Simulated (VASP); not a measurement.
# CO2 (Cmce) in VASP: a series of runs, part 2 of 2

VASP 6.6.1. The steps go on from the part before.

**3. Single point, r2SCAN (15.52 Å³/atom)**

This run uses another cell than the first one, of 15.52 Å³/atom.

POSCAR

```
CO2
1.0
    2.7901810843     -2.5012435129      0.0000000000
    2.7901810843      2.5012435129      0.0000000000
    0.0000000000      0.0000000000      6.6696380730
C O
2 4
Direct
    0.0000000000      0.0000000000      0.0000000000
    0.5000000000      0.5000000000      0.5000000000
    0.8131331638      0.1868668362      0.8968570872
    0.1868668362      0.8131331638      0.1031429128
    0.6868668362      0.3131331638      0.3968570872
    0.3131331638      0.6868668362      0.6031429128
```

INCAR.step1

```
SYSTEM = CO2
PREC = Accurate ; ENCUT = 520
ISMEAR = 0 ; SIGMA = 0.02
LREAL = .FALSE. ; LASPH = .TRUE.
NELM = 60 ; NBANDS = 25
GGA = PE ; ALGO = Normal
EDIFF = 1E-4 ; LWAVE = .TRUE.
LCHARG = .FALSE.
```

INCAR.step2

```
SYSTEM = CO2
PREC = Accurate ; ENCUT = 520
EDIFF = 1E-6 ; ISMEAR = 0
SIGMA = 0.02 ; LREAL = .FALSE.
LASPH = .TRUE. ; NELM = 60
ALGO = Normal ; ISIF = 2
LWAVE = .FALSE. ; LCHARG = .FALSE.
METAGGA = R2SCAN ; LMIXTAU = .TRUE.
NBANDS = 25 ; ISTART = 1
```

KPOINTS

```
regular mesh
0
G
  6 6 4
  0 0 0
```

Potentials or basis: VASP PAW PBE potentials, release 64 (C, O).

Started as:

```console
cat potpaw_PBE.64/C/POTCAR potpaw_PBE.64/O/POTCAR > POTCAR
cp INCAR.step1 INCAR
mpirun -np 1 vasp_std > vasp.out
cp INCAR.step2 INCAR
mpirun -np 1 vasp_std > vasp.out
```

OUTCAR:

```text
SYSTEM = CO2
   PREC = Accurate
   ENCUT = 520
   EDIFF = 1E-6
   ISMEAR = 0
   LREAL = .FALSE.
   LASPH = .TRUE.
   NELM = 60
   ISIF = 2
   METAGGA = R2SCAN
   ISTART = 1

 ion  position               nearest neighbor table
   1  0.000  0.000  0.000-   3 1.16   4 1.16
   2  0.500  0.500  0.500-   5 1.16   6 1.16
   3  0.813  0.187  0.897-   1 1.16
   4  0.187  0.813  0.103-   1 1.16
   5  0.687  0.313  0.397-   2 1.16
   6  0.313  0.687  0.603-   2 1.16

  LATTYP: Found a base centered orthorhombic cell.
 ALAT       =     5.0024870258
 B/A-ratio  =     1.1155175695
 C/A-ratio  =     1.3332644420

  Lattice vectors:

 A1 = (  -2.7901810843,  -2.5012435129,   0.0000000000)
 A2 = (   2.7901810843,  -2.5012435129,   0.0000000000)
 A3 = (   0.0000000000,   0.0000000000,   6.6696380730)

Analysis of symmetry for initial positions (statically):
=====================================================================
 Subroutine PRICEL returns:
 Original cell was already a primitive cell.

 Routine SETGRP: Setting up the symmetry group for a
 base centered orthorhombic supercell.

 Subroutine GETGRP returns: Found  8 space group operations
 (whereof  4 operations were pure point group operations)
 out of a pool of  8 trial point group operations.

The static configuration has the point symmetry C_2h.
 The point group associated with its full space group is D_2h.

Analysis of symmetry for dynamics (positions and initial velocities):
=====================================================================
 Subroutine PRICEL returns:
 Original cell was already a primitive cell.

 Routine SETGRP: Setting up the symmetry group for a
 base centered orthorhombic supercell.
[... 130 lines left out ...]
   EFERMI_NEDOS =   21; number of points for ismear=-14 and -15
   IALGO  =     38    algorithm
   IMIX   =      4    mixing-type and parameters
     AMIX     =   0.40;   BMIX     =  1.00
     AMIX_MAG =   1.60;   BMIX_MAG =  1.00
  volume/ion in A,a.u.               =      15.52       104.70
  Fermi-wavevector in a.u.,A,eV,Ry     =   1.146792  2.167122 17.893452  1.315132
  Thomas-Fermi vector in A             =   2.283475
   LORBIT       =      0    0 simple, 1 ext, 2 COOP (PROOUT), +10 PAW based schemes
   METAGGA = R2SCAN    functional components
   LHFCALC =     F    Hartree Fock is set to
   AEXX    =    0.0000 exact exchange contribution
   IVDW    =     0    specifies the selected vdW correction
   LEPSILON=     F    determine dielectric tensor
   LRPA    =     F    only Hartree local field effects (RPA)
 non-spin polarized calculation
 Gauss-broadening in eV      SIGMA  =   0.02
  energy-cutoff  :      520.00
  volume of cell :       93.09
 maximum number of plane-waves:      2556
   NGX = 13   NGY = 13   NGZ = 25

 number of electron      32.0000030 magnetization

 Free energy of the ion-electron system (eV)
  ---------------------------------------------------
  ext. energy  EPLUGINS =         0.00000000
  ---------------------------------------------------
  free energy    TOTEN  =       -51.46689933 eV

  energy without entropy =      -51.46689933  energy(sigma->0) =      -51.46689933

 E-fermi :  -4.0657     XC(G=0):  -8.0043

 val. band max:       -4.2618621954   @ k =   0.5000   0.5000   0.0000
 cond. band min:       2.9661833090   @ k =   0.0000   0.0000   0.0000
 fundamental gap:      7.2280455044
 Fermi energy:        -4.0656575151

 k-point     1 :       0.0000    0.0000    0.0000
  band No.  band energies     occupation
      1     -26.2012      2.00000
      2     -26.0854      2.00000
      3     -24.9879      2.00000
      4     -24.9430      2.00000
      5      -9.7045      2.00000
      6      -9.6947      2.00000
[... 661 lines left out ...]
     24       9.6685      0.00000
     25      10.0786      0.00000

 [... further k-points ...]

------------------------ aborting loop because EDIFF is reached ----------------------------------------

  FORCE on cell =-STRESS in cart. coord.  units (eV):
  Direction    XX          YY          ZZ          XY          YZ          ZX
  --------------------------------------------------------------------------------------
  -------------------------------------------------------------------------------------
  Total       -0.3443196      2.0041544      0.8849282      0.0000000      0.0000000      0.0000000
  in kB       -5.9258639     34.4922190     15.2299320      0.0000000      0.0000000      0.0000000
  external PRESSURE =      14.5987624 kB  Pullay stress =       0.0000000 kB

 VOLUME and BASIS-vectors are now :
 -----------------------------------------------------------------------------
  energy-cutoff  :      520.00
  volume of cell :       93.09
      direct lattice vectors                 reciprocal lattice vectors
     2.790181084 -2.501243513  0.000000000     0.179199839 -0.199900568  0.000000000
     2.790181084  2.501243513  0.000000000     0.179199839  0.199900568  0.000000000
     0.000000000  0.000000000  6.669638073     0.000000000  0.000000000  0.149933173

 POSITION                                       TOTAL-FORCE (eV/Angst)
 -----------------------------------------------------------------------------------
      0.00000      0.00000      0.00000         0.000000     -0.000000      0.000000
      2.79018      0.00000      3.33482         0.000000     -0.000000      0.000000
      2.79018     -1.56644      5.98171         0.000000      0.638213     -0.468961
      2.79018      1.56644      0.68793         0.000000     -0.638213      0.468961
      2.79018     -0.93480      2.64689         0.000000     -0.638213     -0.468961
      2.79018      0.93480      4.02274         0.000000      0.638213      0.468961
 -----------------------------------------------------------------------------------
    total drift:                                0.000000     -0.000000     -0.000000

  FREE ENERGIE OF THE ION-ELECTRON SYSTEM (eV)
  ---------------------------------------------------
  free  energy   TOTEN  =       -51.4668993306 eV

  energy  without entropy=      -51.4668993306  energy(sigma->0) =      -51.46689933
```

OUTCAR.step1:

```text
SYSTEM = CO2
   PREC = Accurate
   ENCUT = 520
   ISMEAR = 0
   LREAL = .FALSE.
   LASPH = .TRUE.
   NELM = 60
[... 911 lines left out ...]
      2.79018      1.56644      0.68793         0.000000     -1.247089      0.917353
      2.79018     -0.93480      2.64689         0.000000     -1.247089     -0.917353
      2.79018      0.93480      4.02274         0.000000      1.247089      0.917353
 -----------------------------------------------------------------------------------
    total drift:                                0.000000     -0.000000     -0.000000

  FREE ENERGIE OF THE ION-ELECTRON SYSTEM (eV)
  ---------------------------------------------------
  free  energy   TOTEN  =       -46.0207952443 eV

  energy  without entropy=      -46.0207952443  energy(sigma->0) =      -46.02079524
```

OSZICAR.step1:

```text
N       E                     dE             d eps       ncg     rms          rms(c)
DAV:   1     0.179558751649E+03    0.17956E+03   -0.16583E+04  1950   0.116E+03
DAV:   2    -0.376887763695E+02   -0.21725E+03   -0.20955E+03  2737   0.275E+02
DAV:   3    -0.492654009666E+02   -0.11577E+02   -0.11514E+02  2298   0.652E+01
DAV:   4    -0.493650510879E+02   -0.99650E-01   -0.99595E-01  2364   0.708E+00
DAV:   5    -0.493662682683E+02   -0.12172E-02   -0.12166E-02  2454   0.761E-01    0.137E+01
DAV:   6    -0.462920724280E+02    0.30742E+01   -0.78179E+00  2288   0.198E+01    0.631E+00
DAV:   7    -0.460811578028E+02    0.21091E+00   -0.40989E-01  2461   0.455E+00    0.346E+00
DAV:   8    -0.460265680812E+02    0.54590E-01   -0.29923E-01  2460   0.336E+00    0.777E-01
DAV:   9    -0.460206220143E+02    0.59461E-02   -0.18812E-02  2346   0.960E-01    0.323E-01
DAV:  10    -0.460206159001E+02    0.61141E-05   -0.57452E-03  2459   0.480E-01    0.535E-02
DAV:  11    -0.460207640997E+02   -0.14820E-03   -0.12397E-04  1556   0.836E-02    0.218E-02
DAV:  12    -0.460207952443E+02   -0.31145E-04   -0.24437E-05  1668   0.408E-02
   1 F= -.46020795E+02 E0= -.46020795E+02  d E =-.630965E-29
```

It took 1.9 min on 1 thread of Intel Xeon 6975P-C (Granite Rapids), shared host; peak memory 0.22 GiB.

What came out:

| Property | Result |
| --- | --- |
| Free energy | -51.4669 eV |
| Pressure | 1.5 GPa |
| Largest force | 0.792 eV/Å |
| Band gap on the k mesh | 7.23 eV (least direct gap 7.63 eV) |

Forces in eV/Å, atoms in the order of the input:
```
C    0.000  0.000  0.000
C    0.000  0.000  0.000
O    0.000  0.638 -0.469
O    0.000 -0.638  0.469
O    0.000 -0.638 -0.469
O    0.000  0.638  0.469
```

Levels at points of the mesh, in eV from the valence-band top:
```tsv
k point	band 12	band 13	band 14	band 15	band 16	band 17	band 18	band 19	band 20	band 21
(0.00, 0.00, 0.00)	-3.68	-0.80	-0.74	-0.52	-0.40	7.23	8.16	8.71	8.79	9.55
(0.50, 0.00, 0.00)	-3.83	-0.56	-0.56	-0.23	-0.23	8.58	8.58	9.38	9.38	10.36
(0.50, 0.50, 0.00)	-3.74	-0.78	-0.45	-0.23	0.00	8.74	9.67	9.70	9.81	11.01
(0.00, 0.00, 0.50)	-3.72	-0.66	-0.66	-0.56	-0.56	8.34	8.34	8.46	8.46	9.14
(0.50, 0.00, 0.50)	-3.75	-0.62	-0.62	-0.20	-0.20	8.64	8.64	9.44	9.44	10.23
(0.50, 0.50, 0.50)	-4.09	-0.51	-0.51	-0.21	-0.21	9.24	9.24	9.68	9.68	11.85
```

Caveat: the PAW data sets were made with another functional, which shifts forces and pressure a little.
